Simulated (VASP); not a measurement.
# WS2 in VASP: single point with PBEsol

Aim: the single point of WS2 with PBEsol.

Program: VASP 6.6.1. These are calculated values, not measurements. Logs are shortened: lines on timing, memory, paths and dates and some standing lists are left out, and cuts for length are marked.

## Step 1: The cell of the first run

The cell holds a slab with vacuum, 21 atoms: a = 5.452 Å, b = 6.625 Å, c = 24.443 Å, α = 90.00°, β = 90.00°, γ = 74.08°.

## Step 2: Single point, PBEsol

Input file INCAR:

```
PREC     = Accurate       # precision mode
ENCUT    = 520            # plane-wave cutoff, eV
EDIFF    = 1E-6           # SCF threshold, eV
ISMEAR   = 0              # smearing method
SIGMA    = 0.05           # smearing width, eV
LREAL    = Auto         
LASPH    = T              # aspherical terms in the spheres
NELM     = 100            # most SCF steps
ALGO     = Normal         # electronic algorithm
ISIF     = 2              # what is computed and relaxed
LWAVE    = F              # write WAVECAR
LCHARG   = T              # write CHGCAR
LDIPOL   = T            
IDIPOL   = 3            
DIPOL    = 0.5 0.5 0.500
GGA      = PS             # functional
LELF     = T              # ELF
LVHAR    = T            
LVACPOTAV= T            
NBANDS   = 107            # bands
```

Input file KPOINTS:

```
Automatic mesh
0
Gamma
  5 4 1
```

Input file POSCAR:

```
WS2
1.0
    5.4518149095      0.0000000000      0.0000000000
    1.8172716365      6.3704647456      0.0000000000
    0.0000000000      0.0000000000     24.4428204167
W S
7 14
Direct
    0.5285895962      0.9973306976      0.3177167805
    0.0119801953      0.9981147317      0.3678148243
    0.4938144842      0.9981825177      0.4352012314
    0.0029069713      0.9982641028      0.5000000010
    0.4938144735      0.9981825188      0.5647987696
    0.0119801931      0.9981147336      0.6321851769
    0.5285895660      0.9973307007      0.6822832171
    0.7419069352      0.2441435354      0.3037150062
    0.9077773793      0.7517478499      0.3035814358
    0.2402262347      0.2539828907      0.3721360826
    0.4109407618      0.7414283140      0.3723252129
    0.7544340808      0.2385416042      0.4343669496
    0.9147971600      0.7578686839      0.4343992097
    0.2520995102      0.2450648234      0.4999999998
    0.4169600086      0.7512894051      0.4999999998
    0.7544340695      0.2385415985      0.5656330524
    0.9147971445      0.7578686924      0.5656007926
    0.2402262171      0.2539828964      0.6278639176
    0.4109407462      0.7414283127      0.6276747876
    0.7419069156      0.2441435337      0.6962849913
    0.9077773568      0.7517478574      0.6964185613
```

Potentials or basis: VASP PAW PBE potentials, release 64 (W_sv, S).

Command:

```console
$ cat potpaw_PBE.64/W_sv/POTCAR potpaw_PBE.64/S/POTCAR > POTCAR
$ mpirun -np 1 vasp_std > vasp.out
```

OUTCAR:

```text
PREC = Accurate
   ENCUT = 520
   EDIFF = 1E-6
   ISMEAR = 0
   LREAL = Auto
   LASPH = T
   NELM = 100
   ISIF = 2
   GGA = PS

 ion  position               nearest neighbor table
   1  0.529  0.997  0.318-   8 2.28   9 2.28  11 2.38  10 2.38   3 2.88   2 2.91   2 3.07
   2  0.012  0.998  0.368-  10 2.36  11 2.37  13 2.43  12 2.43   9 2.44   8 2.44   1 2.91   1 3.07
                             3 3.10   4 3.23   3 3.27
   3  0.494  0.998  0.435-  15 2.39  14 2.40  12 2.41  13 2.41  10 2.42  11 2.43   1 2.88   2 3.10
                             4 3.11   5 3.17   4 3.20   2 3.27
   4  0.003  0.998  0.500-  14 2.40  15 2.40  17 2.40  13 2.40  12 2.40  16 2.40   5 3.11   3 3.11
                             3 3.20   5 3.20   6 3.23   2 3.23
   5  0.494  0.998  0.565-  15 2.39  14 2.40  16 2.41  17 2.41  18 2.42  19 2.43   7 2.88   6 3.10
                             4 3.11   3 3.17   4 3.20   6 3.27
   6  0.012  0.998  0.632-  18 2.36  19 2.37  17 2.43  16 2.43  21 2.44  20 2.44   7 2.91   7 3.07
                             5 3.10   4 3.23   5 3.27
   7  0.529  0.997  0.682-  20 2.28  21 2.28  19 2.38  18 2.38   5 2.88   6 2.91   6 3.07
   8  0.742  0.244  0.304-   1 2.28   2 2.44
   9  0.908  0.752  0.304-   1 2.28   2 2.44
  10  0.240  0.254  0.372-   2 2.36   1 2.38   3 2.42
  11  0.411  0.741  0.372-   2 2.37   1 2.38   3 2.43
  12  0.754  0.239  0.434-   4 2.40   3 2.41   2 2.43
  13  0.915  0.758  0.434-   4 2.40   3 2.41   2 2.43
  14  0.252  0.245  0.500-   4 2.40   5 2.40   3 2.40
  15  0.417  0.751  0.500-   3 2.39   5 2.39   4 2.40
  16  0.754  0.239  0.566-   4 2.40   5 2.41   6 2.43
  17  0.915  0.758  0.566-   4 2.40   5 2.41   6 2.43
  18  0.240  0.254  0.628-   6 2.36   7 2.38   5 2.42
  19  0.411  0.741  0.628-   6 2.37   7 2.38   5 2.43
  20  0.742  0.244  0.696-   7 2.28   6 2.44
  21  0.908  0.752  0.696-   7 2.28   6 2.44

  LATTYP: Found a simple monoclinic cell.
 ALAT       =     5.4518149095
 B/A-ratio  =     4.4834281469
 C/A-ratio  =     1.2151179021
 COS(beta)  =    -0.2743218027

  Lattice vectors:

 A1 = (   5.4518149095,   0.0000000000,   0.0000000000)
 A2 = (   0.0000000000,   0.0000000000,  24.4428204167)
 A3 = (  -1.8172716365,  -6.3704647456,   0.0000000000)

Analysis of symmetry for initial positions (statically):
=====================================================================
 Subroutine PRICEL returns:
 Original cell was already a primitive cell.

 Routine SETGRP: Setting up the symmetry group for a
 simple monoclinic supercell.

 Subroutine GETGRP returns: Found  2 space group operations
 (whereof  2 operations were pure point group operations)
 out of a pool of  4 trial point group operations.
[... 150 lines left out ...]
   NELECT =     182.0000    total number of electrons
   NUPDOWN=      -1.0000    fix difference up-down
   EMIN   =  10.00;   EMAX   =-10.00  energy-range for DOS
   EFERMI =   0.00;   METHOD = LEGACY
   ISMEAR =     0;   SIGMA  =   0.05  broadening in eV -4-tet -1-fermi 0-gaus
   EFERMI_NEDOS =   21; number of points for ismear=-14 and -15
   IALGO  =     38    algorithm
   IMIX   =      4    mixing-type and parameters
     AMIX     =   0.40;   BMIX     =  1.00
     AMIX_MAG =   1.60;   BMIX_MAG =  1.00
  volume/ion in A,a.u.               =      40.42       272.80
  Fermi-wavevector in a.u.,A,eV,Ry     =   0.979815  1.851582 13.062104  0.960038
  Thomas-Fermi vector in A             =   2.110697
   LORBIT       =      0    0 simple, 1 ext, 2 COOP (PROOUT), +10 PAW based schemes
   GGA     = PS    functional components
   LHFCALC =     F    Hartree Fock is set to
   AEXX    =    0.0000 exact exchange contribution
   IVDW    =     0    specifies the selected vdW correction
   LEPSILON=     F    determine dielectric tensor
   LRPA    =     F    only Hartree local field effects (RPA)
 non-spin polarized calculation
 Gauss-broadening in eV      SIGMA  =   0.05
  energy-cutoff  :      520.00
  volume of cell :      848.91
 maximum number of plane-waves:     22894
 NGX is ok and might be reduce to    42
   NGX = 21   NGY = 25   NGZ = 91

 number of electron     181.9999994 magnetization

 dipolmoment           0.000000      0.000000     -0.000000 electrons x Angstroem

 Free energy of the ion-electron system (eV)
  ---------------------------------------------------
  ext. energy  EPLUGINS =         0.00000000
  ---------------------------------------------------
  free energy    TOTEN  =      -167.65630330 eV

  energy without entropy =     -167.65582926  energy(sigma->0) =     -167.65606628

 E-fermi :   0.5072     XC(G=0):  -5.5515

 val. band max:        0.4404143396   @ k =   0.0000   0.5000   0.0000
 cond. band min:       0.5740144206   @ k =   0.0000   0.0000   0.0000
 fundamental gap:      0.1336000810
 Fermi energy:         0.5072253434

 k-point     1 :       0.0000    0.0000    0.0000
  band No.  band energies     occupation
      1     -74.1606      2.00000
      2     -74.1606      2.00000
      3     -74.0204      2.00000
      4     -74.0145      2.00000
      5     -73.9831      2.00000
      6     -73.9003      2.00000
[... 1155 lines left out ...]
    102       2.8251      0.00000
    103       2.9338      0.00000
 [bands above 103 left out]

------------------------ aborting loop because EDIFF is reached ----------------------------------------

  FORCE on cell =-STRESS in cart. coord.  units (eV):
  Direction    XX          YY          ZZ          XY          YZ          ZX
  --------------------------------------------------------------------------------------
  -------------------------------------------------------------------------------------
  Total       -4.5712751     -0.4955596      0.2048059      0.1623289      0.0000000      0.0000000
  in kB       -8.6274888     -0.9352827      0.3865356      0.3063677      0.0000000      0.0000000
  external PRESSURE =      -3.0587453 kB  Pullay stress =       0.0000000 kB

 VOLUME and BASIS-vectors are now :
 -----------------------------------------------------------------------------
  energy-cutoff  :      520.00
  volume of cell :      848.91
      direct lattice vectors                 reciprocal lattice vectors
     5.451814910  0.000000000  0.000000000     0.183425156 -0.052324806  0.000000000
     1.817271636  6.370464746  0.000000000     0.000000000  0.156974419  0.000000000
     0.000000000  0.000000000 24.442820417     0.000000000  0.000000000  0.040911809

 POSITION                                       TOTAL-FORCE (eV/Angst)
 -----------------------------------------------------------------------------------
      4.69419      6.35346      7.76589         0.002589     -0.002406     -0.016276
      1.87916      6.35845      8.99043        -0.004302      0.000229     -0.007787
      4.50615      6.35889     10.63755         0.001534     -0.000083      0.001635
      1.82997      6.35941     12.22141         0.004097      0.000175     -0.000000
      4.50615      6.35889     13.80527         0.001534     -0.000083     -0.001635
      1.87916      6.35845     15.45239        -0.004302      0.000229      0.007787
[... 13 lines left out ...]
      4.48841      1.55531     17.01917         0.000185      0.015319      0.012561
      6.31516      4.78898     17.02243         0.000261     -0.016851      0.010824
 -----------------------------------------------------------------------------------
    total drift:                                0.005313     -0.009449     -0.000049

  FREE ENERGIE OF THE ION-ELECTRON SYSTEM (eV)
  ---------------------------------------------------
  free  energy   TOTEN  =      -167.6563032956 eV

  energy  without entropy=     -167.6558292648  energy(sigma->0) =     -167.65606628

 vacuum level on the upper side and lower side of the slab         5.266         5.266
```

OSZICAR:

```text
N       E                     dE             d eps       ncg     rms          rms(c)
DAV:   1     0.179474550616E+04    0.17947E+04   -0.95322E+04  2778   0.148E+03
DAV:   2    -0.215711167676E+02   -0.18163E+04   -0.17782E+04  2894   0.371E+02
DAV:   3    -0.171921325713E+03   -0.15035E+03   -0.14760E+03  2780   0.103E+02
[... 21 lines left out ...]
DAV:  25    -0.167656296046E+03   -0.29155E-04   -0.17206E-06  1980   0.166E-03    0.661E-04
DAV:  26    -0.167656299737E+03   -0.36913E-05   -0.10660E-07  1660   0.575E-04    0.678E-04
DAV:  27    -0.167656301695E+03   -0.19572E-05   -0.76873E-08  1564   0.395E-04    0.383E-04
DAV:  28    -0.167656303151E+03   -0.14563E-05   -0.72831E-08  1604   0.330E-04    0.163E-04
DAV:  29    -0.167656303296E+03   -0.14473E-06   -0.18677E-08  1516   0.203E-04
   1 F= -.16765630E+03 E0= -.16765607E+03  d E =-.474031E-03
```

It took 75 min on 1 thread of Oxide Virtual Turin-like, shared host; peak memory 1.1 GiB.

Results:

```
Free energy            : -167.6563 eV
Largest force          : 0.029 eV/Å
Band gap on the k mesh : 0.13 eV (least direct gap 0.33 eV)
```

Forces on the atoms (eV/Å):
```
W    0.003 -0.002 -0.016
W   -0.004  0.000 -0.008
W    0.002  0.000  0.002
W    0.004  0.000  0.000
W    0.002  0.000 -0.002
W   -0.004  0.000  0.008
W    0.003 -0.002  0.016
S    0.000  0.015 -0.013
S    0.000 -0.017 -0.011
S    0.000  0.028  0.001
S    0.003 -0.028  0.001
S   -0.003  0.024  0.002
S   -0.003 -0.021  0.002
S    0.001  0.022  0.000
S    0.002 -0.019  0.000
S   -0.003  0.024 -0.002
S   -0.003 -0.021 -0.002
S    0.000  0.028 -0.001
S    0.003 -0.028 -0.001
S    0.000  0.015  0.013
S    0.000 -0.017  0.011
```

Levels at points of the mesh, in eV from the valence-band top:
```tsv
k point	band 88	band 89	band 90	band 91	band 92	band 93	band 94	band 95
(0.00, 0.00, 0.00)	-0.63	-0.51	-0.50	-0.20	0.13	0.26	0.45	0.51
(0.00, 0.50, 0.00)	-0.86	-0.46	-0.46	0.00	0.35	0.39	0.47	0.47
```

Caveat: the PAW data sets were made with another functional, which shifts forces and pressure a little; spin-orbit coupling is left out, which moves the levels of the heavy elements.
